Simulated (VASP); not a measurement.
# AgCl (I4/mmm) in VASP: notebook, part 2 of 2

VASP 6.6.1. Earlier steps stand in the parts before.

### Step 4. Electric field gradients, LDA (zz strain of -3 %)

Input file INCAR:

```
  PREC = Accurate
  ENCUT = 520
  EDIFF = 1E-8
  ISMEAR = -1
  SIGMA = 0.02
  LREAL = False
  LASPH = True
  NELM = 80
  ALGO = Normal
  ISIF = 2
  LWAVE = False
  LCHARG = False
  LEFG = True
  NBANDS = 16
```

Input file KPOINTS:

```
Automatic mesh
0
Gamma
  8 8 8
```

Input file POSCAR:

```
AgCl
1.0
    0.0000000000      2.7731500000      2.6899555000
    2.7731500000      0.0000000000      2.6899555000
    2.7731500000      2.7731500000      0.0000000000
Ag Cl
1 1
Direct
    0.5000000000      0.5000000000      0.5000000000
    0.0000000000      0.0000000000      0.0000000000
```

Potentials or basis: VASP PAW LDA potentials, release 64 (Ag, Cl).

Launch:

```console
cat potpaw_LDA.64/Ag/POTCAR potpaw_LDA.64/Cl/POTCAR > POTCAR
mpirun -np 1 vasp_std > vasp.out
```

OUTCAR:

```text
PREC = Accurate
   ENCUT = 520
   EDIFF = 1E-8
   ISMEAR = -1
   LREAL = False
   LASPH = True
   NELM = 80
   ISIF = 2

 ion  position               nearest neighbor table
   1  0.500  0.500  0.500-   2 2.69   2 2.69   2 2.77   2 2.77   2 2.77   2 2.77
   2  0.000  0.000  0.000-   1 2.69   1 2.69   1 2.77   1 2.77   1 2.77   1 2.77

  LATTYP: Found a body centered tetragonal cell.
 ALAT       =     3.9218263405
 C/A-ratio  =     1.3717871555

  Lattice vectors:

 A1 = (   0.0000000000,  -2.7731500000,  -2.6899555000)
 A2 = (   0.0000000000,   2.7731500000,  -2.6899555000)
 A3 = (   2.7731500000,   0.0000000000,   2.6899555000)

Analysis of symmetry for initial positions (statically):
=====================================================================
 Subroutine PRICEL returns:
 Original cell was already a primitive cell.

 Routine SETGRP: Setting up the symmetry group for a
 body centered tetragonal supercell.

 Subroutine GETGRP returns: Found 16 space group operations
 (whereof 16 operations were pure point group operations)
[... 645 lines left out ...]
     2.773150000  0.000000000  2.689955500     0.180300380 -0.180300380  0.185876681
     2.773150000  2.773150000  0.000000000     0.180300380  0.180300380 -0.185876681

 POSITION                                       TOTAL-FORCE (eV/Angst)
 -----------------------------------------------------------------------------------
      2.77315      2.77315      2.68996         0.000000     -0.000000      0.000000
      0.00000      0.00000      0.00000        -0.000000      0.000000      0.000000
 -----------------------------------------------------------------------------------
    total drift:                                0.000000      0.000000      0.000000

  FREE ENERGIE OF THE ION-ELECTRON SYSTEM (eV)
  ---------------------------------------------------
  free  energy   TOTEN  =        -6.7499264130 eV

  energy  without entropy=       -6.7499264081  energy(sigma->0) =       -6.74992641

 Electric field gradients (V/A^2)
---------------------------------------------------------------------
 ion       V_xx      V_yy      V_zz      V_xy      V_xz      V_yz
---------------------------------------------------------------------
   1       9.606     9.606   -19.211    -0.000    -0.001    -0.001
   2      -7.961    -7.961    15.922     0.000     0.001     0.001
---------------------------------------------------------------------

 Electric field gradients after diagonalization (V/A^2)
 (convention: |V_zz| > |V_xx| > |V_yy|)
----------------------------------------------------------------------
 ion       V_xx      V_yy      V_zz     asymmetry (V_yy - V_xx)/ V_zz
----------------------------------------------------------------------
   1       9.606     9.606   -19.211       0.000
   2      -7.962    -7.961    15.922       0.000
----------------------------------------------------------------------

           NMR quadrupolar parameters

 Cq : quadrupolar parameter    Cq=e*Q*V_zz/h
 eta: asymmetry parameters     (V_yy - V_xx)/ V_zz
 Q  : nuclear electric quadrupole moment in mb (millibarn)
----------------------------------------------------------------------
 ion       Cq(MHz)       eta       Q (mb)
----------------------------------------------------------------------
   1      -0.046       0.000       1.000
   2       0.039       0.000       1.000
----------------------------------------------------------------------
```

OSZICAR:

```text
N       E                     dE             d eps       ncg     rms          rms(c)
DAV:   1     0.885487550253E+02    0.88549E+02   -0.86571E+03  1896   0.102E+03
DAV:   2    -0.407871931729E+01   -0.92627E+02   -0.85093E+02  2360   0.215E+02
DAV:   3    -0.689688558228E+01   -0.28182E+01   -0.28118E+01  2368   0.382E+01
DAV:   4    -0.691032626452E+01   -0.13441E-01   -0.13439E-01  2360   0.306E+00
DAV:   5    -0.691047153476E+01   -0.14527E-03   -0.14527E-03  2328   0.317E-01    0.694E+00
DAV:   6    -0.675914216384E+01    0.15133E+00   -0.24154E-01  2512   0.670E+00    0.458E+00
DAV:   7    -0.675259789946E+01    0.65443E-02   -0.62414E-02  2256   0.167E+00    0.201E+00
DAV:   8    -0.675001104805E+01    0.25869E-02   -0.38848E-03  2232   0.568E-01    0.254E-01
DAV:   9    -0.674991881350E+01    0.92235E-04   -0.26647E-04  2496   0.226E-01    0.382E-02
DAV:  10    -0.674992636248E+01   -0.75490E-05   -0.21393E-05  2328   0.414E-02    0.107E-02
DAV:  11    -0.674992643831E+01   -0.75833E-07   -0.36363E-07  2488   0.481E-03    0.198E-03
DAV:  12    -0.674992641464E+01    0.23665E-07   -0.19021E-07  2384   0.294E-03    0.764E-04
DAV:  13    -0.674992641298E+01    0.16680E-08   -0.11651E-08  1824   0.983E-04
   1 F= -.67499264E+01 E0= -.67499264E+01  d E =-.484037E-08
```

It took 70 s on 1 thread of Intel Xeon 8259CL, shared host; peak memory 0.17 GiB.

Results:

| Quantity | Value |
| --- | --- |
| Free energy | -6.7499 eV |
| Pressure | -4.2 GPa |
| Band gap on the k mesh | 0.55 eV (least direct gap 3.04 eV) |
| Largest electric field gradient by atom | Ag -19.2; Cl +15.9 V/Å² |

Stress tensor (GPa, compression positive):
```
-4.36  0.00  0.00
 0.00 -4.36  0.00
 0.00  0.00 -3.90
```

Electric field gradients, principal values (V/Å²):
```csv
atom,least,middle,greatest (by size)
1 Ag,9.606,9.606,-19.211
2 Cl,-7.961,-7.962,15.922
```

Caveat: the cell differs from its parent crystal (zz strain of -3 %); the cell stands under tension; without QUAD_EFG the Cq values of the log hold for a quadrupole moment of 1 mb, not for the nuclei. A k mesh can miss the band edges.

### Step 5. Electric field gradients, LDA (zz strain of -3 %)

Input file INCAR:

```
SYSTEM = AgCl
PREC = Accurate
ENCUT = 520
EDIFF = 1E-8
ISMEAR = -1
SIGMA = 0.02
LREAL = .False.
LASPH = .True.
NELM = 60
ALGO = Normal
ISIF = 2
LWAVE = .False.
LCHARG = .False.
GGA = CA
LEFG = .True.
NBANDS = 16
```

Input file KPOINTS:

```
regular mesh
0
Gamma
  8 8 8
  0 0 0
```

POSCAR is that of step 4.

Potentials or basis: VASP PAW LDA potentials, release 64 (Ag, Cl).

Launch:

```console
cat potpaw_LDA.64/Ag/POTCAR potpaw_LDA.64/Cl/POTCAR > POTCAR
mpirun -np 1 vasp_std > vasp.out
```

OUTCAR:

```text
SYSTEM = AgCl
   PREC = Accurate
   ENCUT = 520
   EDIFF = 1E-8
   ISMEAR = -1
   LREAL = .False.
   LASPH = .True.
   NELM = 60
   ISIF = 2
   GGA = CA

 ion  position               nearest neighbor table
   1  0.500  0.500  0.500-   2 2.69   2 2.69   2 2.77   2 2.77   2 2.77   2 2.77
   2  0.000  0.000  0.000-   1 2.69   1 2.69   1 2.77   1 2.77   1 2.77   1 2.77

  LATTYP: Found a body centered tetragonal cell.
 ALAT       =     3.9218263405
 C/A-ratio  =     1.3717871555

  Lattice vectors:

 A1 = (   0.0000000000,  -2.7731500000,  -2.6899555000)
 A2 = (   0.0000000000,   2.7731500000,  -2.6899555000)
 A3 = (   2.7731500000,   0.0000000000,   2.6899555000)

Analysis of symmetry for initial positions (statically):
=====================================================================
 Subroutine PRICEL returns:
 Original cell was already a primitive cell.

 Routine SETGRP: Setting up the symmetry group for a
[... 645 lines left out ...]
  energy-cutoff  :      520.00
  volume of cell :       41.37
      direct lattice vectors                 reciprocal lattice vectors
     0.000000000  2.773150000  2.689955500    -0.180300380  0.180300380  0.185876681
     2.773150000  0.000000000  2.689955500     0.180300380 -0.180300380  0.185876681
     2.773150000  2.773150000  0.000000000     0.180300380  0.180300380 -0.185876681

 POSITION                                       TOTAL-FORCE (eV/Angst)
 -----------------------------------------------------------------------------------
      2.77315      2.77315      2.68996         0.000000     -0.000000      0.000000
      0.00000      0.00000      0.00000        -0.000000      0.000000      0.000000
 -----------------------------------------------------------------------------------
    total drift:                                0.000000      0.000000      0.000000

  FREE ENERGIE OF THE ION-ELECTRON SYSTEM (eV)
  ---------------------------------------------------
  free  energy   TOTEN  =        -6.7499264130 eV

  energy  without entropy=       -6.7499264081  energy(sigma->0) =       -6.74992641

 Electric field gradients (V/A^2)
---------------------------------------------------------------------
 ion       V_xx      V_yy      V_zz      V_xy      V_xz      V_yz
---------------------------------------------------------------------
   1       9.606     9.606   -19.211    -0.000    -0.001    -0.001
   2      -7.961    -7.961    15.922     0.000     0.001     0.001
---------------------------------------------------------------------

 Electric field gradients after diagonalization (V/A^2)
 (convention: |V_zz| > |V_xx| > |V_yy|)
----------------------------------------------------------------------
 ion       V_xx      V_yy      V_zz     asymmetry (V_yy - V_xx)/ V_zz
----------------------------------------------------------------------
   1       9.606     9.606   -19.211       0.000
   2      -7.962    -7.961    15.922       0.000
----------------------------------------------------------------------

           NMR quadrupolar parameters

 Cq : quadrupolar parameter    Cq=e*Q*V_zz/h
 eta: asymmetry parameters     (V_yy - V_xx)/ V_zz
 Q  : nuclear electric quadrupole moment in mb (millibarn)
----------------------------------------------------------------------
 ion       Cq(MHz)       eta       Q (mb)
----------------------------------------------------------------------
   1      -0.046       0.000       1.000
   2       0.039       0.000       1.000
----------------------------------------------------------------------
```

OSZICAR:

```text
N       E                     dE             d eps       ncg     rms          rms(c)
DAV:   1     0.885487550253E+02    0.88549E+02   -0.86571E+03  1896   0.102E+03
DAV:   2    -0.407871931729E+01   -0.92627E+02   -0.85093E+02  2360   0.215E+02
DAV:   3    -0.689688558228E+01   -0.28182E+01   -0.28118E+01  2368   0.382E+01
DAV:   4    -0.691032626452E+01   -0.13441E-01   -0.13439E-01  2360   0.306E+00
DAV:   5    -0.691047153476E+01   -0.14527E-03   -0.14527E-03  2328   0.317E-01    0.694E+00
DAV:   6    -0.675914216384E+01    0.15133E+00   -0.24154E-01  2512   0.670E+00    0.458E+00
DAV:   7    -0.675259789946E+01    0.65443E-02   -0.62414E-02  2256   0.167E+00    0.201E+00
DAV:   8    -0.675001104805E+01    0.25869E-02   -0.38848E-03  2232   0.568E-01    0.254E-01
DAV:   9    -0.674991881350E+01    0.92235E-04   -0.26647E-04  2496   0.226E-01    0.382E-02
DAV:  10    -0.674992636248E+01   -0.75490E-05   -0.21393E-05  2328   0.414E-02    0.107E-02
DAV:  11    -0.674992643831E+01   -0.75833E-07   -0.36363E-07  2488   0.481E-03    0.198E-03
DAV:  12    -0.674992641464E+01    0.23665E-07   -0.19021E-07  2384   0.294E-03    0.764E-04
DAV:  13    -0.674992641298E+01    0.16680E-08   -0.11651E-08  1824   0.983E-04
   1 F= -.67499264E+01 E0= -.67499264E+01  d E =-.484037E-08
```

Wall time 67 s (1 thread of Intel Xeon 8259CL, shared host); peak memory 0.17 GiB.

Results:

- Free energy: -6.7499 eV
- Pressure: -4.2 GPa
- Band gap on the k mesh: 0.55 eV (least direct gap 3.04 eV)
- Largest electric field gradient by atom: Ag -19.2; Cl +15.9 V/Å²

Levels at points of the mesh, in eV from the valence-band top:
| k point | band 7 | band 8 | band 9 | band 10 | band 11 | band 12 |
| --- | --- | --- | --- | --- | --- | --- |
| (0.00, 0.00, 0.00) | -2.61 | -2.49 | -2.49 | 0.55 | 10.62 | 10.62 |
| (0.50, 0.00, 0.00) | -2.00 | -0.19 | 0.00 | 3.79 | 6.43 | 7.14 |
| (0.50, 0.50, 0.00) | -2.21 | -2.21 | -2.10 | 1.96 | 7.58 | 8.59 |
| (0.50, 0.00, 0.50) | -2.22 | -2.20 | -2.10 | 1.99 | 7.79 | 8.29 |

Electric field gradients, principal values (V/Å²):
```
atom   least  middle  greatest (by size)
1 Ag   9.606   9.606             -19.211
2 Cl  -7.961  -7.962              15.922
```

Caveat: the cell differs from its parent crystal (zz strain of -3 %); the cell stands under tension; without QUAD_EFG the Cq values of the log hold for a quadrupole moment of 1 mb, not for the nuclei. A k mesh can miss the band edges.
